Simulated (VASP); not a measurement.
# HfC (Fm-3m) in VASP: a series of runs

The runs below take HfC through electric field gradients, with LDA.

All numbers are computed with VASP 6.6.1; they aren't measurements. Logs are shortened: lines on timing, memory, paths and dates and some standing lists are left out, and cuts for length are marked.

**1. The cell of the first run**

Symmetry: Fm-3m, No. 225, cubic system. The conventional cell has a = 4.634 Å, b = 4.634 Å, c = 4.634 Å, α = 90.00°, β = 90.00°, γ = 90.00°. Within 3.1 Å of Hf (site symmetry m-3m) lie 6 C at 2.32 Å. C (site symmetry m-3m) has 6 Hf at 2.32 Å within 3.1 Å.

**2. Electric field gradients, LDA (volume scaled by 0.99)**

File INCAR:

```
SYSTEM = HfC
PREC     = Accurate       ! precision mode
ENCUT    = 520            ! plane-wave cutoff, eV
EDIFF    = 1E-8           ! SCF threshold, eV
ISMEAR   = -1             ! smearing method
SIGMA    = 0.05           ! smearing width, eV
LREAL    = .FALSE.        ! projectors in reciprocal space
LASPH    = .TRUE.         ! aspherical terms in the spheres
NELM     = 60             ! most SCF steps
ALGO     = Normal         ! electronic algorithm
ISIF     = 2              ! what is computed and relaxed
LWAVE    = .FALSE.        ! write WAVECAR
LCHARG   = .FALSE.        ! write CHGCAR
GGA      = CA             ! functional
LEFG     = .TRUE.       
NBANDS   = 14             ! bands
```

File KPOINTS:

```
Automatic mesh
0
G
  12 12 12
  0 0 0
```

File POSCAR:

```
HfC
1.0
    0.0000000000      2.3172240222      2.3172240222
    2.3172240222      0.0000000000      2.3172240222
    2.3172240222      2.3172240222      0.0000000000
Hf C
1 1
Direct
    0.5000000000      0.5000000000      0.5000000000
    0.0000000000      0.0000000000      0.0000000000
```

Potentials or basis: VASP PAW LDA potentials, release 64 (Hf_pv, C).

Run with:

```console
> cat potpaw_LDA.64/Hf_pv/POTCAR potpaw_LDA.64/C/POTCAR > POTCAR
> mpirun -np 1 vasp_std > vasp.out
```

OUTCAR:

```text
SYSTEM = HfC
   PREC = Accurate
   ENCUT = 520
   EDIFF = 1E-8
   ISMEAR = -1
   LREAL = .FALSE.
   LASPH = .TRUE.
   NELM = 60
   ISIF = 2
   GGA = CA

 ion  position               nearest neighbor table
   1  0.500  0.500  0.500-   2 2.32   2 2.32   2 2.32   2 2.32   2 2.32   2 2.32
   2  0.000  0.000  0.000-   1 2.32   1 2.32   1 2.32   1 2.32   1 2.32   1 2.32

  LATTYP: Found a face centered cubic cell.
 ALAT       =     4.6344480444

  Lattice vectors:

 A1 = (   0.0000000000,   2.3172240222,   2.3172240222)
 A2 = (   2.3172240222,   0.0000000000,   2.3172240222)
 A3 = (   2.3172240222,   2.3172240222,   0.0000000000)

Analysis of symmetry for initial positions (statically):
=====================================================================
 Subroutine PRICEL returns:
 Original cell was already a primitive cell.

 Routine SETGRP: Setting up the symmetry group for a
 face centered cubic supercell.

 Subroutine GETGRP returns: Found 48 space group operations
 (whereof 48 operations were pure point group operations)
 out of a pool of 48 trial point group operations.

The static configuration has the point symmetry O_h .

Analysis of symmetry for dynamics (positions and initial velocities):
=====================================================================
 Subroutine PRICEL returns:
 Original cell was already a primitive cell.

 Routine SETGRP: Setting up the symmetry group for a
 face centered cubic supercell.

 Subroutine GETGRP returns: Found 48 space group operations
 (whereof 48 operations were pure point group operations)
 out of a pool of 48 trial point group operations.

The dynamic configuration has the point symmetry O_h .

 Subroutine INISYM returns: Found 48 space group operations
 (whereof 48 operations are pure point group operations),
 and found     1 'primitive' translations

----------------------------------------------------------------------------------------

                                     Primitive cell

  volume of cell :      24.8848

  direct lattice vectors                    reciprocal lattice vectors
     0.000000000  2.317224022  2.317224022    -0.215775426  0.215775426  0.215775426
     2.317224022  0.000000000  2.317224022     0.215775426 -0.215775426  0.215775426
     2.317224022  2.317224022  0.000000000     0.215775426  0.215775426 -0.215775426

  length of vectors
     3.277049639  3.277049639  3.277049639     0.373734000  0.373734000  0.373734000

  position of ions in fractional coordinates (direct lattice)
     0.500000000  0.500000000  0.500000000
     0.000000000  0.000000000  0.000000000

  ion indices of the primitive-cell ions
   primitive index   ion index
                 1           1
                 2           2

----------------------------------------------------------------------------------------

 KPOINTS: Automatic mesh

Automatic generation of k-mesh.
 Grid dimensions read from file:
 generate k-points for:   12   12   12

 Generating k-lattice:

  Cartesian coordinates                     Fractional coordinates (reciprocal lattice)
    -0.017981285  0.017981285  0.017981285     0.083333333  0.000000000  0.000000000
     0.017981285 -0.017981285  0.017981285     0.000000000  0.083333333  0.000000000
     0.017981285  0.017981285 -0.017981285     0.000000000  0.000000000  0.083333333

  Length of vectors
     0.031144500  0.031144500  0.031144500

  Shift w.r.t. Gamma in fractional coordinates (k-lattice)
     0.000000000  0.000000000  0.000000000

 Subroutine IBZKPT returns following result:
 ===========================================

 Found     72 irreducible k-points:

 Following reciprocal coordinates:
            Coordinates               Weight
  0.000000  0.000000  0.000000      1.000000
  0.083333  0.000000  0.000000      8.000000
  0.166667  0.000000  0.000000      8.000000
  0.250000  0.000000  0.000000      8.000000
  0.333333  0.000000  0.000000      8.000000
  0.416667  0.000000  0.000000      8.000000
[... 16 lines left out ...]
  0.500000  0.166667  0.000000     24.000000
 -0.416667  0.166667  0.000000     24.000000
 [... further k-points ...]
   k-points           NKPTS =     72   k-points in BZ     NKDIM =     72   number of bands    NBANDS=     14
   number of dos      NEDOS =    301   number of ions     NIONS =      2
   total plane-waves  NPLWV =  13824
   dimension x,y,z NGX =    24 NGY =   24 NGZ =   24
   dimension x,y,z NGXF=    48 NGYF=   48 NGZF=   48
   ions per type =               1   1
   NGX,Y,Z   is equivalent  to a cutoff of  12.18, 12.18, 12.18 a.u.
   NGXF,Y,Z  is equivalent  to a cutoff of  24.35, 24.35, 24.35 a.u.
 SYSTEM =  HfC
   PREC   = accura    normal or accurate (medium, high low for compatibility)
   ISTART =      0    job   : 0-new  1-cont  2-samecut
   ICHARG =      2    charge: 1-file 2-atom 10-const
   ISPIN  =      1    spin polarized calculation?
   LNONCOLLINEAR =      F non collinear calculations
   LSORBIT =      F    spin-orbit coupling
   LASPH  =      T    aspherical Exc in radial PAW
   ENCUT  =  520.0 eV  38.22 Ry    6.18 a.u.   6.09  6.09  6.09*2*pi/ulx,y,z
   NELM   =     60;   NELMIN=  2; NELMDL= -5     # of ELM steps
   EDIFF  = 0.1E-07   stopping-criterion for ELM
   LREAL  =      F    real-space projection
   EDIFFG = 0.1E-06   stopping-criterion for IOM
   NSW    =      0    number of steps for IOM
   IBRION =     -1    ionic relax: 0-MD 1-quasi-New 2-CG
   NFREE  =      0    steps in history (QN), initial steepest desc. (CG)
   ISIF   =      2    stress and relaxation
   ISYM   =      2    0-nonsym 1-usesym 2-fastsym
   POTIM  = 0.5000    time-step for ionic-motion
   TEBEG  =    0.0;   TEEND  =   0.0 temperature during run
   PSTRESS=    0.0 pullay stress
   NELECT =      14.0000    total number of electrons
   NUPDOWN=      -1.0000    fix difference up-down
   EMIN   =  10.00;   EMAX   =-10.00  energy-range for DOS
   EFERMI =   0.00;   METHOD = LEGACY
   ISMEAR =    -1;   SIGMA  =   0.05  broadening in eV -4-tet -1-fermi 0-gaus
   EFERMI_NEDOS =   21; number of points for ismear=-14 and -15
   IALGO  =     38    algorithm
   IMIX   =      4    mixing-type and parameters
     AMIX     =   0.40;   BMIX     =  1.00
     AMIX_MAG =   1.60;   BMIX_MAG =  1.00
  volume/ion in A,a.u.               =      12.44        83.97
  Fermi-wavevector in a.u.,A,eV,Ry     =   1.351469  2.553906 24.850620  1.826469
  Thomas-Fermi vector in A             =   2.478888
   LORBIT       =      0    0 simple, 1 ext, 2 COOP (PROOUT), +10 PAW based schemes
   GGA     = CA    functional components
   LHFCALC =     F    Hartree Fock is set to
   AEXX    =    0.0000 exact exchange contribution
   IVDW    =     0    specifies the selected vdW correction
   LEPSILON=     F    determine dielectric tensor
   LRPA    =     F    only Hartree local field effects (RPA)
 non-spin polarized calculation
  energy-cutoff  :      520.00
  volume of cell :       24.88
 maximum number of plane-waves:       692
   NGX = 13   NGY = 13   NGZ = 13

 number of electron      14.0000001 magnetization

 Free energy of the ion-electron system (eV)
  ---------------------------------------------------
  ext. energy  EPLUGINS =         0.00000000
  ---------------------------------------------------
  free energy    TOTEN  =       -22.86830132 eV

  energy without entropy =      -22.86588975  energy(sigma->0) =      -22.86709553

 E-fermi :   5.9524     XC(G=0): -12.5371

 val. band max:        5.8892616559   @ k =   0.5000   0.5000   0.0000
 cond. band min:       6.0031917738   @ k =   0.4167   0.3333   0.0000
 fundamental gap:      0.1139301179
 Fermi energy:         5.9524238926

 k-point     1 :       0.0000    0.0000    0.0000
  band No.  band energies     occupation
      1     -23.4265      2.00000
      2     -23.4265      2.00000
      3     -23.4265      2.00000
      4      -6.2663      2.00000
      5       6.9583      0.00000
      6       6.9583      0.00000
      7       6.9583      0.00000
      8       7.2305      0.00000
      9       7.2305      0.00000
     10       7.2305      0.00000
     11       9.2801      0.00000
     12       9.2801      0.00000
     13      12.9980      0.00000
     14      17.0004      0.00000
[... 377 lines left out ...]
      1     -24.0731      2.00000
      2     -23.6311      2.00000
      3     -23.5262      2.00000
      4      -2.8097      2.00000
      5       0.4834      2.00000
      6       3.1424      2.00000
      7       3.2047      2.00000
      8      10.1266      0.00000
      9      10.8920      0.00000
     10      11.1268      0.00000
     11      14.6498      0.00000
     12      16.0649      0.00000
     13      16.9055      0.00000
     14      18.8109      0.00000

 [... further k-points ...]

------------------------ aborting loop because EDIFF is reached ----------------------------------------

  FORCE on cell =-STRESS in cart. coord.  units (eV):
  Direction    XX          YY          ZZ          XY          YZ          ZX
  --------------------------------------------------------------------------------------
  -------------------------------------------------------------------------------------
  Total       -1.4436158     -1.4436158     -1.4436158      0.0000000      0.0000000      0.0000000
  in kB      -92.9454522    -92.9454522    -92.9454522      0.0000000      0.0000000      0.0000000
  external PRESSURE =     -92.9454522 kB  Pullay stress =       0.0000000 kB

 VOLUME and BASIS-vectors are now :
 -----------------------------------------------------------------------------
  energy-cutoff  :      520.00
  volume of cell :       24.88
      direct lattice vectors                 reciprocal lattice vectors
     0.000000000  2.317224022  2.317224022    -0.215775426  0.215775426  0.215775426
     2.317224022  0.000000000  2.317224022     0.215775426 -0.215775426  0.215775426
     2.317224022  2.317224022  0.000000000     0.215775426  0.215775426 -0.215775426

 POSITION                                       TOTAL-FORCE (eV/Angst)
 -----------------------------------------------------------------------------------
      2.31722      2.31722      2.31722         0.000000      0.000000      0.000000
      0.00000      0.00000      0.00000        -0.000000      0.000000      0.000000
 -----------------------------------------------------------------------------------
    total drift:                                0.000000     -0.000000      0.000000

  FREE ENERGIE OF THE ION-ELECTRON SYSTEM (eV)
  ---------------------------------------------------
  free  energy   TOTEN  =       -22.8683013195 eV

  energy  without entropy=      -22.8658897502  energy(sigma->0) =      -22.86709553

 Electric field gradients (V/A^2)
---------------------------------------------------------------------
 ion       V_xx      V_yy      V_zz      V_xy      V_xz      V_yz
---------------------------------------------------------------------
   1      -0.000     0.000     0.000     0.000     0.000     0.000
   2       0.000     0.000     0.000     0.000     0.000     0.000
---------------------------------------------------------------------

 Electric field gradients after diagonalization (V/A^2)
 (convention: |V_zz| > |V_xx| > |V_yy|)
----------------------------------------------------------------------
 ion       V_xx      V_yy      V_zz     asymmetry (V_yy - V_xx)/ V_zz
----------------------------------------------------------------------
   1      -0.000    -0.000     0.000       0.000
   2      -0.000    -0.000     0.001       0.000
----------------------------------------------------------------------

           NMR quadrupolar parameters

 Cq : quadrupolar parameter    Cq=e*Q*V_zz/h
 eta: asymmetry parameters     (V_yy - V_xx)/ V_zz
 Q  : nuclear electric quadrupole moment in mb (millibarn)
----------------------------------------------------------------------
 ion       Cq(MHz)       eta       Q (mb)
----------------------------------------------------------------------
   1       0.000       0.000       1.000
   2       0.000       0.000       1.000
----------------------------------------------------------------------
```

Run time: 7.1 s. Hardware: 1 thread of Intel Xeon 6975P-C (Granite Rapids), shared host; peak memory 0.14 GiB.

Results:

```yaml
Free_energy: -22.8683 eV
Pressure: -9.3 GPa
Band_gap_on_the_k_mesh: zero (band 7 reaches 6.96 eV, above the bottom of band 8 at 5.52 eV)
```

Levels at points of the mesh, in eV from the Fermi level:
```
           k point  band 3  band 4  band 5  band 6  band 7  band 8  band 9  band 10  band 11  band 12
(0.00, 0.00, 0.00)  -29.38  -12.22    1.01    1.01    1.01    1.28    1.28     1.28     3.33     3.33
(0.50, 0.00, 0.00)  -29.45   -8.33   -6.19   -3.05   -3.05    5.24    5.24     5.73     6.66    11.43
(0.50, 0.50, 0.00)  -29.63  -10.30   -2.51   -1.89   -0.06   -0.06    5.28     6.68     6.68     8.47
```

Caveat: without QUAD_EFG the Cq values of the log hold for a quadrupole moment of 1 mb, not for the nuclei; spin-orbit coupling is left out, which moves the levels of the heavy elements.

**3. Electric field gradients, LDA (volume scaled by 0.99)**

File INCAR:

```
  PREC = Accurate
  ENCUT = 520
  EDIFF = 1E-8
  ISMEAR = -1
  SIGMA = 0.05
  LREAL = F
  LASPH = T
  NELM = 100
  ALGO = Normal
  ISIF = 2
  LWAVE = F
  LCHARG = F
  GGA = CA
  LEFG = T
  NBANDS = 14
```

File KPOINTS:

```
regular mesh
0
Gamma
  12 12 12
```

POSCAR is that of step 2.

Potentials or basis: VASP PAW LDA potentials, release 64 (Hf_pv, C).

Run with:

```console
> cat potpaw_LDA.64/Hf_pv/POTCAR potpaw_LDA.64/C/POTCAR > POTCAR
> mpirun -np 1 vasp_std > vasp.out
```

OUTCAR:

```text
PREC = Accurate
   ENCUT = 520
   EDIFF = 1E-8
   ISMEAR = -1
   LREAL = F
   LASPH = T
   NELM = 100
   ISIF = 2
   GGA = CA

 ion  position               nearest neighbor table
   1  0.500  0.500  0.500-   2 2.32   2 2.32   2 2.32   2 2.32   2 2.32   2 2.32
   2  0.000  0.000  0.000-   1 2.32   1 2.32   1 2.32   1 2.32   1 2.32   1 2.32

  LATTYP: Found a face centered cubic cell.
 ALAT       =     4.6344480444

  Lattice vectors:

 A1 = (   0.0000000000,   2.3172240222,   2.3172240222)
 A2 = (   2.3172240222,   0.0000000000,   2.3172240222)
 A3 = (   2.3172240222,   2.3172240222,   0.0000000000)

Analysis of symmetry for initial positions (statically):
=====================================================================
 Subroutine PRICEL returns:
 Original cell was already a primitive cell.

 Routine SETGRP: Setting up the symmetry group for a
 face centered cubic supercell.

 Subroutine GETGRP returns: Found 48 space group operations
[... 594 lines left out ...]
  volume of cell :       24.88
      direct lattice vectors                 reciprocal lattice vectors
     0.000000000  2.317224022  2.317224022    -0.215775426  0.215775426  0.215775426
     2.317224022  0.000000000  2.317224022     0.215775426 -0.215775426  0.215775426
     2.317224022  2.317224022  0.000000000     0.215775426  0.215775426 -0.215775426

 POSITION                                       TOTAL-FORCE (eV/Angst)
 -----------------------------------------------------------------------------------
      2.31722      2.31722      2.31722         0.000000      0.000000      0.000000
      0.00000      0.00000      0.00000        -0.000000      0.000000      0.000000
 -----------------------------------------------------------------------------------
    total drift:                                0.000000     -0.000000      0.000000

  FREE ENERGIE OF THE ION-ELECTRON SYSTEM (eV)
  ---------------------------------------------------
  free  energy   TOTEN  =       -22.8683013195 eV

  energy  without entropy=      -22.8658897502  energy(sigma->0) =      -22.86709553

 Electric field gradients (V/A^2)
---------------------------------------------------------------------
 ion       V_xx      V_yy      V_zz      V_xy      V_xz      V_yz
---------------------------------------------------------------------
   1      -0.000     0.000     0.000     0.000     0.000     0.000
   2       0.000     0.000     0.000     0.000     0.000     0.000
---------------------------------------------------------------------

 Electric field gradients after diagonalization (V/A^2)
 (convention: |V_zz| > |V_xx| > |V_yy|)
----------------------------------------------------------------------
 ion       V_xx      V_yy      V_zz     asymmetry (V_yy - V_xx)/ V_zz
----------------------------------------------------------------------
   1      -0.000    -0.000     0.000       0.000
   2      -0.000    -0.000     0.001       0.000
----------------------------------------------------------------------

           NMR quadrupolar parameters

 Cq : quadrupolar parameter    Cq=e*Q*V_zz/h
 eta: asymmetry parameters     (V_yy - V_xx)/ V_zz
 Q  : nuclear electric quadrupole moment in mb (millibarn)
----------------------------------------------------------------------
 ion       Cq(MHz)       eta       Q (mb)
----------------------------------------------------------------------
   1       0.000       0.000       1.000
   2       0.000       0.000       1.000
----------------------------------------------------------------------
```

OSZICAR:

```text
N       E                     dE             d eps       ncg     rms          rms(c)
DAV:   1     0.207268545571E+02    0.20727E+02   -0.77686E+03  2032   0.983E+02
DAV:   2    -0.245127537893E+02   -0.45240E+02   -0.42102E+02  2618   0.200E+02
DAV:   3    -0.260338165599E+02   -0.15211E+01   -0.15164E+01  2402   0.263E+01
DAV:   4    -0.260407671280E+02   -0.69506E-02   -0.69500E-02  2406   0.218E+00
DAV:   5    -0.260408125738E+02   -0.45446E-04   -0.45445E-04  2464   0.157E-01    0.590E+01
DAV:   6    -0.229785832678E+02    0.30622E+01   -0.12432E+01  2280   0.183E+01    0.421E+01
DAV:   7    -0.228926928703E+02    0.85890E-01   -0.64425E-01  2538   0.530E+00    0.254E+01
DAV:   8    -0.228772075271E+02    0.15485E-01   -0.10860E-01  2466   0.218E+00    0.654E+00
DAV:   9    -0.228687447733E+02    0.84628E-02   -0.32568E-02  2262   0.947E-01    0.208E+00
DAV:  10    -0.228683070861E+02    0.43769E-03   -0.17853E-03  2500   0.305E-01    0.881E-02
DAV:  11    -0.228683019916E+02    0.50945E-05   -0.95526E-05  2352   0.784E-02    0.652E-02
DAV:  12    -0.228683016448E+02    0.34676E-06   -0.17281E-06  2580   0.105E-02    0.311E-02
DAV:  13    -0.228683013127E+02    0.33217E-06   -0.84111E-07  2292   0.477E-03    0.692E-04
DAV:  14    -0.228683013195E+02   -0.68314E-08   -0.31213E-08  2418   0.131E-03
   1 F= -.22868301E+02 E0= -.22867096E+02  d E =-.241157E-02
```

stdout:

```text
POSCAR found type information on POSCAR HfC
 POSCAR found :  2 types and       2 ions
 scaLAPACK will be used
 LDA part: xc-table for (Slater(with rela. corr.)+CA(PZ))
 , standard interpolation
 POSCAR, INCAR and KPOINTS ok, starting setup
 FFT: planning ... GRIDC
 FFT: planning ... GRID_SOFT
 FFT: planning ... GRID
 WAVECAR not read
 entering main loop
ion   1

ion   2
```

Run time: 7 s. Hardware: 1 thread of Intel Xeon 6975P-C (Granite Rapids), shared host; peak memory 0.14 GiB.

Results:

| Quantity | Value |
| --- | --- |
| Free energy | -22.8683 eV |
| Pressure | -9.3 GPa |
| Band gap on the k mesh | zero (band 7 reaches 6.96 eV, above the bottom of band 8 at 5.52 eV) |

Levels at points of the mesh, in eV from the Fermi level:
| k point | band 3 | band 4 | band 5 | band 6 | band 7 | band 8 | band 9 | band 10 | band 11 | band 12 |
| --- | --- | --- | --- | --- | --- | --- | --- | --- | --- | --- |
| (0.00, 0.00, 0.00) | -29.38 | -12.22 | 1.01 | 1.01 | 1.01 | 1.28 | 1.28 | 1.28 | 3.33 | 3.33 |
| (0.50, 0.00, 0.00) | -29.45 | -8.33 | -6.19 | -3.05 | -3.05 | 5.24 | 5.24 | 5.73 | 6.66 | 11.43 |
| (0.50, 0.50, 0.00) | -29.63 | -10.30 | -2.51 | -1.89 | -0.06 | -0.06 | 5.28 | 6.68 | 6.68 | 8.47 |

Caveat: without QUAD_EFG the Cq values of the log hold for a quadrupole moment of 1 mb, not for the nuclei; spin-orbit coupling is left out, which moves the levels of the heavy elements.

[end of part 1 of 2]
